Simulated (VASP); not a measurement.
# Hf (P6/mmm) in VASP: a series of runs, part 2 of 2

VASP 6.6.1. The steps go on from the part before.

## 5. Single point, LDA (volume scaled by 1.06)

INCAR

```
ALGO     = Normal         # electronic algorithm
EDIFF    = 1E-7           # SCF threshold, eV
ENCUT    = 520            # plane-wave cutoff, eV
ISIF     = 2              # what is computed and relaxed
ISMEAR   = -1             # smearing method
LASPH    = T              # aspherical terms in the spheres
LCHARG   = F              # write CHGCAR
LREAL    = F              # projectors in reciprocal space
LWAVE    = F              # write WAVECAR
NBANDS   = 22             # bands
NELM     = 60             # most SCF steps
PREC     = Accurate       # precision mode
SIGMA    = 0.05           # smearing width, eV
```

KPOINTS

```
k-points
0
Gamma
  6 6 9
```

POSCAR

```
Hf
1.0
    5.0596548321      0.0000000000      0.0000000000
   -2.5298274161      4.3817896190      0.0000000000
    0.0000000000      0.0000000000      3.1467619751
Hf
3
Direct
    0.0000000000      0.0000000000      0.0000000000
    0.3333333333      0.6666666667      0.5000000000
    0.6666666667      0.3333333333      0.5000000000
```

Potentials or basis: VASP PAW LDA potentials, release 64 (Hf_pv).

Started as:

```sh
> cat potpaw_LDA.64/Hf_pv/POTCAR > POTCAR
> mpirun -np 1 vasp_std > vasp.out
```

OUTCAR:

```text
EDIFF = 1E-7
   ENCUT = 520
   ISIF = 2
   ISMEAR = -1
   LASPH = T
   LREAL = F
   NELM = 60
   PREC = Accurate

 ion  position               nearest neighbor table
   1  0.000  0.000  0.000-   2 3.32   3 3.32   2 3.32   3 3.32   3 3.32   3 3.32   2 3.32   2 3.32
                             3 3.32   3 3.32   2 3.32   2 3.32
   2  0.333  0.667  0.500-   3 2.92   3 2.92   3 2.92   1 3.32   1 3.32   1 3.32   1 3.32   1 3.32
                             1 3.32
   3  0.667  0.333  0.500-   2 2.92   2 2.92   2 2.92   1 3.32   1 3.32   1 3.32   1 3.32   1 3.32
                             1 3.32

  LATTYP: Found a hexagonal cell.
[... 790 lines left out ...]
     22       8.5684      0.00000

 [... further k-points ...]
[... 5 lines left out ...]
  --------------------------------------------------------------------------------------
  -------------------------------------------------------------------------------------
  Total       -5.2535729     -5.2535729     -4.8401528      0.0000000      0.0000000      0.0000000
  in kB     -120.6504756   -120.6504756   -111.1561126      0.0000000      0.0000000      0.0000000
  external PRESSURE =    -117.4856879 kB  Pullay stress =       0.0000000 kB

 VOLUME and BASIS-vectors are now :
 -----------------------------------------------------------------------------
  energy-cutoff  :      520.00
  volume of cell :       69.76
      direct lattice vectors                 reciprocal lattice vectors
     5.059654832  0.000000000  0.000000000     0.197641941  0.114108628  0.000000000
    -2.529827416  4.381789619  0.000000000     0.000000000  0.228217255  0.000000000
     0.000000000  0.000000000  3.146761975     0.000000000  0.000000000  0.317786985

 POSITION                                       TOTAL-FORCE (eV/Angst)
 -----------------------------------------------------------------------------------
      0.00000      0.00000      0.00000        -0.000000      0.000000     -0.000000
     -0.00000      2.92119      1.57338        -0.000000      0.000000     -0.000000
      2.52983      1.46060      1.57338         0.000000     -0.000000      0.000000
 -----------------------------------------------------------------------------------
    total drift:                                0.000000     -0.000000      0.000000

  FREE ENERGIE OF THE ION-ELECTRON SYSTEM (eV)
  ---------------------------------------------------
  free  energy   TOTEN  =       -31.7086305237 eV

  energy  without entropy=      -31.6828319546  energy(sigma->0) =      -31.69573124
```

OSZICAR:

```text
N       E                     dE             d eps       ncg     rms          rms(c)
DAV:   1     0.950121461041E+02    0.95012E+02   -0.16414E+04  1548   0.128E+03
DAV:   2    -0.274699433859E+02   -0.12248E+03   -0.11656E+03  1770   0.300E+02
DAV:   3    -0.329261711759E+02   -0.54562E+01   -0.51359E+01  2134   0.384E+01
DAV:   4    -0.330199537159E+02   -0.93783E-01   -0.93492E-01  1844   0.497E+00
DAV:   5    -0.330218284514E+02   -0.18747E-02   -0.18742E-02  2062   0.611E-01    0.757E+01
DAV:   6    -0.320408283552E+02    0.98100E+00   -0.92512E-01  1678   0.584E+00    0.438E+01
DAV:   7    -0.317285256387E+02    0.31230E+00   -0.14547E+00  1714   0.655E+00    0.254E+00
DAV:   8    -0.317164180372E+02    0.12108E-01   -0.10749E-01  2048   0.185E+00    0.219E+00
DAV:   9    -0.317088604812E+02    0.75576E-02   -0.41464E-02  1908   0.125E+00    0.759E-01
DAV:  10    -0.317086428593E+02    0.21762E-03   -0.33461E-03  1920   0.379E-01    0.821E-02
DAV:  11    -0.317086299268E+02    0.12932E-04   -0.18502E-04  2016   0.883E-02    0.395E-02
DAV:  12    -0.317086307569E+02   -0.83007E-06   -0.16748E-05  1960   0.266E-02    0.202E-02
DAV:  13    -0.317086305570E+02    0.19987E-06   -0.77303E-07  1980   0.582E-03    0.136E-02
DAV:  14    -0.317086305237E+02    0.33369E-07   -0.11640E-07  1350   0.274E-03
   1 F= -.31708631E+02 E0= -.31695731E+02  d E =-.257986E-01
```

It took 24 s on 1 thread of Intel Xeon 6975P-C (Granite Rapids), shared host; peak memory 0.18 GiB.

Results:

- Free energy: -31.7086 eV
- Pressure: -11.7 GPa
- Band gap on the k mesh: zero (band 15 reaches 4.59 eV, above the bottom of band 16 at 3.78 eV)

Levels at points of the mesh, in eV from the Fermi level:
| k point | band 11 | band 12 | band 13 | band 14 | band 15 | band 16 | band 17 | band 18 | band 19 | band 20 |
| --- | --- | --- | --- | --- | --- | --- | --- | --- | --- | --- |
| (0.00, 0.00, 0.00) | -2.32 | -0.64 | -0.59 | -0.59 | -0.53 | -0.53 | 1.01 | 2.00 | 2.00 | 2.69 |
| (0.50, 0.00, 0.00) | -4.37 | -3.35 | -0.38 | -0.36 | -0.30 | 0.21 | 0.81 | 1.04 | 1.50 | 2.80 |

Caveat: spin-orbit coupling is left out, which moves the levels of the heavy elements.

## 6. The runs side by side

| cell | gap on the mesh (eV) | pressure (GPa) |
| --- | --- | --- |
| a = 4.962, b = 4.962, c = 3.086 Å, angles 90.0, 90.0, 120.0°, 3 atoms | none | -6.6 |
| a = 4.995, b = 4.995, c = 3.107 Å, angles 90.0, 90.0, 120.0°, 3 atoms | none | -8.5 |
| a = 5.028, b = 5.028, c = 3.127 Å, angles 90.0, 90.0, 120.0°, 3 atoms | none | -10.2 |
| a = 5.060, b = 5.060, c = 3.147 Å, angles 90.0, 90.0, 120.0°, 3 atoms | none | -11.7 |

Alike in all rows: task single point; level LDA; potentials or basis VASP PAW LDA potentials, release 64 (Hf_pv); no spin polarisation; k mesh 6 × 6 × 9; cutoff (eV) 520; smearing fermi-dirac 0.05 eV.

Caveats: spin-orbit coupling is left out, which moves the levels of the heavy elements.

Absolute energies hang on the potentials; compare differences alone.
